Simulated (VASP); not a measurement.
# CaSi47 (a cell with a defect) in VASP: single point with PBE

Aim: the single point of CaSi47 (a cell with a defect) with PBE.

Program: VASP 6.6.1. These are calculated values, not measurements. Logs are shortened: lines on timing, memory, paths and dates and some standing lists are left out, and cuts for length are marked.

### Step 1. The cell of the first run

The cell holds a defect, 48 atoms: a = 7.332 Å, b = 9.776 Å, c = 8.304 Å, α = 90.00°, β = 90.00°, γ = 120.00°.

### Step 2. Single point, PBE

File INCAR:

```
PREC = Accurate ; ENCUT = 520
EDIFF = 1E-6 ; ISMEAR = -1
SIGMA = 0.01 ; LREAL = Auto
LASPH = T ; NELM = 100
ALGO = Normal ; ISIF = 2
LWAVE = F ; LCHARG = F
GGA = PE ; NBANDS = 129
NELECT = 200.0
```

File KPOINTS:

```
regular mesh
0
Gamma
  3 2 2
```

File POSCAR:

```
CaSi47
1.0
    7.3320000000      0.0000000000      0.0000000000
   -4.8880000000      8.4662643472      0.0000000000
    0.0000000000      0.0000000000      8.3040000000
Ca Si
1 47
Direct
    0.1111111111      0.1666666667      0.1250000000
    0.1111111111      0.1666666667      0.6250000000
    0.1111111111      0.4166666667      0.1250000000
    0.1111111111      0.4166666667      0.6250000000
    0.1111111111      0.6666666667      0.1250000000
    0.1111111111      0.6666666667      0.6250000000
    0.1111111111      0.9166666667      0.1250000000
    0.1111111111      0.9166666667      0.6250000000
    0.4444444444      0.1666666667      0.1250000000
    0.4444444444      0.1666666667      0.6250000000
    0.4444444444      0.4166666667      0.1250000000
    0.4444444444      0.4166666667      0.6250000000
    0.4444444444      0.6666666667      0.1250000000
    0.4444444444      0.6666666667      0.6250000000
    0.4444444444      0.9166666667      0.1250000000
    0.4444444444      0.9166666667      0.6250000000
    0.7777777778      0.1666666667      0.1250000000
    0.7777777778      0.1666666667      0.6250000000
    0.7777777778      0.4166666667      0.1250000000
    0.7777777778      0.4166666667      0.6250000000
    0.7777777778      0.6666666667      0.1250000000
    0.7777777778      0.6666666667      0.6250000000
    0.7777777778      0.9166666667      0.1250000000
    0.7777777778      0.9166666667      0.6250000000
    0.2222222222      0.0833333333      0.3750000000
    0.2222222222      0.0833333333      0.8750000000
    0.2222222222      0.3333333333      0.3750000000
    0.2222222222      0.3333333333      0.8750000000
    0.2222222222      0.5833333333      0.3750000000
    0.2222222222      0.5833333333      0.8750000000
    0.2222222222      0.8333333333      0.3750000000
    0.2222222222      0.8333333333      0.8750000000
    0.5555555556      0.0833333333      0.3750000000
    0.5555555556      0.0833333333      0.8750000000
    0.5555555556      0.3333333333      0.3750000000
    0.5555555556      0.3333333333      0.8750000000
    0.5555555556      0.5833333333      0.3750000000
    0.5555555556      0.5833333333      0.8750000000
    0.5555555556      0.8333333333      0.3750000000
    0.5555555556      0.8333333333      0.8750000000
    0.8888888889      0.0833333333      0.3750000000
    0.8888888889      0.0833333333      0.8750000000
    0.8888888889      0.3333333333      0.3750000000
    0.8888888889      0.3333333333      0.8750000000
    0.8888888889      0.5833333333      0.3750000000
    0.8888888889      0.5833333333      0.8750000000
    0.8888888889      0.8333333333      0.3750000000
    0.8888888889      0.8333333333      0.8750000000
```

Potentials or basis: VASP PAW PBE potentials, release 64 (Ca_sv, Si).

Run with:

```sh
$ cat potpaw_PBE.64/Ca_sv/POTCAR potpaw_PBE.64/Si/POTCAR > POTCAR
$ mpirun -np 1 vasp_std > vasp.out
```

OUTCAR:

```text
PREC = Accurate
   ENCUT = 520
   EDIFF = 1E-6
   ISMEAR = -1
   LREAL = Auto
   LASPH = T
   NELM = 100
   ISIF = 2
   GGA = PE
   NELECT = 200.0

 ion  position               nearest neighbor table
   1  0.111  0.167  0.125-   9 2.44  17 2.44  11 2.44  23 2.44   3 2.44   7 2.44  27 2.51  28 2.51
                            41 2.51  42 2.51  25 2.51  26 2.51
   2  0.111  0.167  0.625-  10 2.44  18 2.44  12 2.44  24 2.44   4 2.44   8 2.44  27 2.51  28 2.51
                            41 2.51  42 2.51  25 2.51  26 2.51
   3  0.111  0.417  0.125-  11 2.44  19 2.44  13 2.44  17 2.44   1 2.44   5 2.44  29 2.51  30 2.51
                            43 2.51  44 2.51  27 2.51  28 2.51
   4  0.111  0.417  0.625-  12 2.44  20 2.44  14 2.44  18 2.44   2 2.44   6 2.44  29 2.51  30 2.51
                            43 2.51  44 2.51  27 2.51  28 2.51
   5  0.111  0.667  0.125-  13 2.44  21 2.44  15 2.44  19 2.44   3 2.44   7 2.44  31 2.51  32 2.51
                            45 2.51  46 2.51  29 2.51  30 2.51
   6  0.111  0.667  0.625-  14 2.44  22 2.44  16 2.44  20 2.44   4 2.44   8 2.44  31 2.51  32 2.51
                            45 2.51  46 2.51  29 2.51  30 2.51
   7  0.111  0.917  0.125-  15 2.44  23 2.44   9 2.44  21 2.44   1 2.44   5 2.44  25 2.51  26 2.51
                            47 2.51  48 2.51  31 2.51  32 2.51
   8  0.111  0.917  0.625-  16 2.44  24 2.44  10 2.44  22 2.44   2 2.44   6 2.44  25 2.51  26 2.51
                            47 2.51  48 2.51  31 2.51  32 2.51
   9  0.444  0.167  0.125-   1 2.44   7 2.44  11 2.44  15 2.44  19 2.44  17 2.44  35 2.51  36 2.51
[... 65 lines left out ...]
  42  0.889  0.083  0.875-  34 2.44  26 2.44  40 2.44  28 2.44  44 2.44  48 2.44  23 2.51  24 2.51
                             1 2.51   2 2.51  17 2.51  18 2.51
  43  0.889  0.333  0.375-  35 2.44  27 2.44  33 2.44  29 2.44  41 2.44  45 2.44  17 2.51  18 2.51
                             3 2.51   4 2.51  19 2.51  20 2.51
  44  0.889  0.333  0.875-  36 2.44  28 2.44  34 2.44  30 2.44  42 2.44  46 2.44  17 2.51  18 2.51
                             3 2.51   4 2.51  19 2.51  20 2.51
  45  0.889  0.583  0.375-  37 2.44  29 2.44  35 2.44  31 2.44  43 2.44  47 2.44  19 2.51  20 2.51
                             5 2.51   6 2.51  21 2.51  22 2.51
  46  0.889  0.583  0.875-  38 2.44  30 2.44  36 2.44  32 2.44  44 2.44  48 2.44  19 2.51  20 2.51
                             5 2.51   6 2.51  21 2.51  22 2.51
  47  0.889  0.833  0.375-  39 2.44  31 2.44  37 2.44  25 2.44  41 2.44  45 2.44  21 2.51  22 2.51
                             7 2.51   8 2.51  23 2.51  24 2.51
  48  0.889  0.833  0.875-  40 2.44  32 2.44  38 2.44  26 2.44  42 2.44  46 2.44  21 2.51  22 2.51
                             7 2.51   8 2.51  23 2.51  24 2.51

  LATTYP: Found a simple monoclinic cell.
 ALAT       =     7.3320000000
 B/A-ratio  =     1.1325695581
 C/A-ratio  =     1.2018504251
 COS(beta)  =    -0.2773500981

  Lattice vectors:

 A1 = (   7.3320000000,   0.0000000000,   0.0000000000)
 A2 = (   0.0000000000,   0.0000000000,   8.3040000000)
 A3 = (  -2.4440000000,  -8.4662643472,   0.0000000000)

Analysis of symmetry for initial positions (statically):
=====================================================================
 Subroutine PRICEL returns:
 Original cell was already a primitive cell.

 Routine SETGRP: Setting up the symmetry group for a
 simple monoclinic supercell.

 Subroutine GETGRP returns: Found  2 space group operations
 (whereof  1 operations were pure point group operations)
 out of a pool of  4 trial point group operations.

The static configuration has the point symmetry C_1 .
 The point group associated with its full space group is C_1h.

Analysis of symmetry for dynamics (positions and initial velocities):
=====================================================================
 Subroutine PRICEL returns:
 Original cell was already a primitive cell.

 Routine SETGRP: Setting up the symmetry group for a
 simple monoclinic supercell.

 Subroutine GETGRP returns: Found  2 space group operations
 (whereof  1 operations were pure point group operations)
 out of a pool of  4 trial point group operations.

The dynamic configuration has the point symmetry C_1 .
 The point group associated with its full space group is C_1h.

 Subroutine INISYM returns: Found  2 space group operations
 (whereof  1 operations are pure point group operations),
 and found     1 'primitive' translations

----------------------------------------------------------------------------------------

                                     Primitive cell

  volume of cell :     515.4679

  direct lattice vectors                    reciprocal lattice vectors
[... 118 lines left out ...]
  Cartesian coordinates                     Fractional coordinates (reciprocal lattice)
     0.045462811  0.026247966  0.000000000     0.333333333 -0.000000000  0.000000000
     0.000000000  0.059057924  0.000000000     0.000000000  0.500000000  0.000000000
     0.000000000  0.000000000  0.060211946     0.000000000  0.000000000  0.500000000

  Length of vectors
     0.052495933  0.059057924  0.060211946

  Shift w.r.t. Gamma in fractional coordinates (k-lattice)
     0.000000000  0.000000000  0.000000000

 Subroutine IBZKPT returns following result:
 ===========================================

 Found      8 irreducible k-points:

 Following reciprocal coordinates:
            Coordinates               Weight
  0.000000  0.000000  0.000000      1.000000
  0.333333 -0.000000  0.000000      2.000000
  0.000000  0.500000  0.000000      1.000000
  0.333333  0.500000  0.000000      2.000000
  0.000000  0.000000  0.500000      1.000000
  0.333333 -0.000000  0.500000      2.000000
  0.000000  0.500000  0.500000      1.000000
  0.333333  0.500000  0.500000      2.000000
   k-points           NKPTS =      8   k-points in BZ     NKDIM =      8   number of bands    NBANDS=    129
   number of dos      NEDOS =    301   number of ions     NIONS =     48
   total plane-waves  NPLWV = 286720
   dimension x,y,z NGX =    56 NGY =   80 NGZ =   64
   dimension x,y,z NGXF=   112 NGYF=  160 NGZF=  128
   ions per type =               1  47
   NGX,Y,Z   is equivalent  to a cutoff of  12.70, 13.60, 12.81 a.u.
   NGXF,Y,Z  is equivalent  to a cutoff of  25.39, 27.21, 25.63 a.u.
 SYSTEM =  unknown system
   PREC   = accura    normal or accurate (medium, high low for compatibility)
   ISTART =      0    job   : 0-new  1-cont  2-samecut
   ICHARG =      2    charge: 1-file 2-atom 10-const
   ISPIN  =      1    spin polarized calculation?
   LNONCOLLINEAR =      F non collinear calculations
   LSORBIT =      F    spin-orbit coupling
   LASPH  =      T    aspherical Exc in radial PAW
   ENCUT  =  520.0 eV  38.22 Ry    6.18 a.u.  13.63 18.18 15.44*2*pi/ulx,y,z
   NELM   =    100;   NELMIN=  2; NELMDL= -5     # of ELM steps
   EDIFF  = 0.1E-05   stopping-criterion for ELM
   LREAL  =      T    real-space projection
   EDIFFG = 0.1E-04   stopping-criterion for IOM
   NSW    =      0    number of steps for IOM
   IBRION =     -1    ionic relax: 0-MD 1-quasi-New 2-CG
   NFREE  =      0    steps in history (QN), initial steepest desc. (CG)
   ISIF   =      2    stress and relaxation
   ISYM   =      2    0-nonsym 1-usesym 2-fastsym
   POTIM  = 0.5000    time-step for ionic-motion
   TEBEG  =    0.0;   TEEND  =   0.0 temperature during run
   PSTRESS=    0.0 pullay stress
   NELECT =     200.0000    total number of electrons
   NUPDOWN=      -1.0000    fix difference up-down
   EMIN   =  10.00;   EMAX   =-10.00  energy-range for DOS
   EFERMI =   0.00;   METHOD = LEGACY
   ISMEAR =    -1;   SIGMA  =   0.01  broadening in eV -4-tet -1-fermi 0-gaus
   EFERMI_NEDOS =   21; number of points for ismear=-14 and -15
   IALGO  =     38    algorithm
   IMIX   =      4    mixing-type and parameters
     AMIX     =   0.40;   BMIX     =  1.00
     AMIX_MAG =   1.60;   BMIX_MAG =  1.00
  volume/ion in A,a.u.               =      10.74        72.47
  Fermi-wavevector in a.u.,A,eV,Ry     =   1.194037  2.256402 19.398143  1.425723
  Thomas-Fermi vector in A             =   2.330036
   LORBIT       =      0    0 simple, 1 ext, 2 COOP (PROOUT), +10 PAW based schemes
   GGA     = PE    functional components
   LHFCALC =     F    Hartree Fock is set to
   AEXX    =    0.0000 exact exchange contribution
   IVDW    =     0    specifies the selected vdW correction
   LEPSILON=     F    determine dielectric tensor
   LRPA    =     F    only Hartree local field effects (RPA)
 non-spin polarized calculation
  energy-cutoff  :      520.00
  volume of cell :      515.47
 maximum number of plane-waves:     13919
 NGX is ok and might be reduce to    54
   NGX = 27   NGY = 37   NGZ = 31

 number of electron     199.9999989 magnetization

 Free energy of the ion-electron system (eV)
  ---------------------------------------------------
  ext. energy  EPLUGINS =         0.00000000
  ---------------------------------------------------
  free energy    TOTEN  =      -180.17965375 eV

  energy without entropy =     -180.17247247  energy(sigma->0) =     -180.17606311

 E-fermi :  14.6214     XC(G=0): -12.5000

 val. band max:       14.6163628173   @ k =   0.3333  -0.0000   0.0000
 cond. band min:      14.6310421876   @ k =   0.3333  -0.0000   0.0000
 fundamental gap:      0.0146793702
 Fermi energy:        14.6214067117

 k-point     1 :       0.0000    0.0000    0.0000
  band No.  band energies     occupation
      1     -24.3532      2.00000
      2      -6.2775      2.00000
      3      -6.2545      2.00000
      4      -6.2202      2.00000
      5      -2.9340      2.00000
      6      -1.0053      2.00000
[... 909 lines left out ...]
    111      15.8831      0.00000
    112      16.1339      0.00000
 [bands above 112 left out]

------------------------ aborting loop because EDIFF is reached ----------------------------------------

  FORCE on cell =-STRESS in cart. coord.  units (eV):
  Direction    XX          YY          ZZ          XY          YZ          ZX
  --------------------------------------------------------------------------------------
  -------------------------------------------------------------------------------------
  Total      219.8132421    209.3862586    183.7957525      3.9516685      0.0000000      0.0000000
  in kB      683.2235269    650.8143764    571.2739645     12.2825762      0.0000000      0.0000000
  external PRESSURE =     635.1039559 kB  Pullay stress =       0.0000000 kB

 VOLUME and BASIS-vectors are now :
 -----------------------------------------------------------------------------
  energy-cutoff  :      520.00
  volume of cell :      515.47
      direct lattice vectors                 reciprocal lattice vectors
     7.332000000  0.000000000  0.000000000     0.136388434  0.078743899  0.000000000
    -4.888000000  8.466264347  0.000000000     0.000000000  0.118115849  0.000000000
     0.000000000  0.000000000  8.304000000     0.000000000  0.000000000  0.120423892

 POSITION                                       TOTAL-FORCE (eV/Angst)
 -----------------------------------------------------------------------------------
     -0.00000      1.41104      1.03800         0.206554      0.047444      0.000000
     -0.00000      1.41104      5.19000         0.005158      0.053483      0.000000
     -1.22200      3.52761      1.03800        -0.734012      1.196760      0.000000
     -1.22200      3.52761      5.19000        -0.186278     -0.026223      0.000000
     -2.44400      5.64418      1.03800        -0.058379     -0.015181      0.000000
     -2.44400      5.64418      5.19000        -0.166137     -0.058719      0.000000
[... 40 lines left out ...]
      2.44400      7.05522      3.11400         0.065780     -0.140748      0.051203
      2.44400      7.05522      7.26600         0.065780     -0.140748     -0.051203
 -----------------------------------------------------------------------------------
    total drift:                               -0.002882      0.001260      0.000000

  FREE ENERGIE OF THE ION-ELECTRON SYSTEM (eV)
  ---------------------------------------------------
  free  energy   TOTEN  =      -180.1796537500 eV

  energy  without entropy=     -180.1724724700  energy(sigma->0) =     -180.17606311
```

It took 26 min on 1 thread of Intel Xeon Platinum 8259CL at 2.50GHz (Skylake/Cascade Lake), shared host; peak memory 0.78 GiB.

What came out:

```yaml
Free_energy: -180.1797 eV
Largest_force: 1.404 eV/Å
```

Forces in eV/Å, atoms in the order of the input:
```
Ca   0.207  0.047  0.000
Si   0.005  0.053  0.000
Si  -0.734  1.197  0.000
Si  -0.186 -0.026  0.000
Si  -0.058 -0.015  0.000
Si  -0.166 -0.059  0.000
Si   0.613 -1.219  0.000
Si   0.063  0.041  0.000
Si   1.082 -0.091  0.000
Si  -0.029  0.073  0.000
Si   0.453  1.123  0.000
Si   0.130 -0.039  0.000
Si  -0.098 -0.210  0.000
Si   0.105  0.023  0.000
Si  -0.167  0.131  0.000
Si  -0.017  0.120  0.000
Si  -1.237  0.088  0.000
Si  -0.115  0.159  0.000
Si   0.122 -0.067  0.000
Si   0.002 -0.083  0.000
Si   0.101  0.261  0.000
Si  -0.040  0.112  0.000
Si  -0.603 -1.123  0.000
Si  -0.047  0.075  0.000
Si   0.659 -0.347  0.814
Si   0.659 -0.347 -0.814
Si   0.092  0.681  0.824
Si   0.092  0.681 -0.824
Si  -0.032 -0.139 -0.003
Si  -0.032 -0.139  0.003
Si  -0.068  0.050 -0.023
Si  -0.068  0.050  0.023
Si  -0.001  0.073 -0.001
Si  -0.001  0.073  0.001
Si   0.035 -0.007  0.082
Si   0.035 -0.007 -0.082
Si  -0.006 -0.114  0.045
Si  -0.006 -0.114 -0.045
Si   0.080  0.025 -0.068
Si   0.080  0.025  0.068
Si  -0.570 -0.416  0.945
Si  -0.570 -0.416 -0.945
Si  -0.034  0.097  0.019
Si  -0.034  0.097 -0.019
Si   0.088 -0.050  0.110
Si   0.088 -0.050 -0.110
Si   0.066 -0.141  0.051
Si   0.066 -0.141 -0.051
```

Levels at points of the mesh, in eV from the Fermi level:
```
           k point  band 97  band 98  band 99  band 100  band 101  band 102  band 103  band 104
(0.00, 0.00, 0.00)    -0.50    -0.17    -0.12     -0.05      0.04      0.10      0.38      0.50
(0.00, 0.50, 0.00)     0.14     0.47     0.49      0.58      0.58      0.77      0.82      0.82
(0.00, 0.00, 0.50)    -0.87    -0.81    -0.58     -0.49     -0.49     -0.29     -0.08      0.14
(0.00, 0.50, 0.50)    -0.93    -0.81    -0.62     -0.62     -0.32     -0.28     -0.20     -0.15
```

Caveat: the k points lie up to 0.38 Å⁻¹ apart, too coarse for converged energies and pressures of a metal; the cell carries a net charge on a neutralising background, which shifts energy and pressure; the cell is charged against a uniform background, so pressure and absolute levels hang on convention.
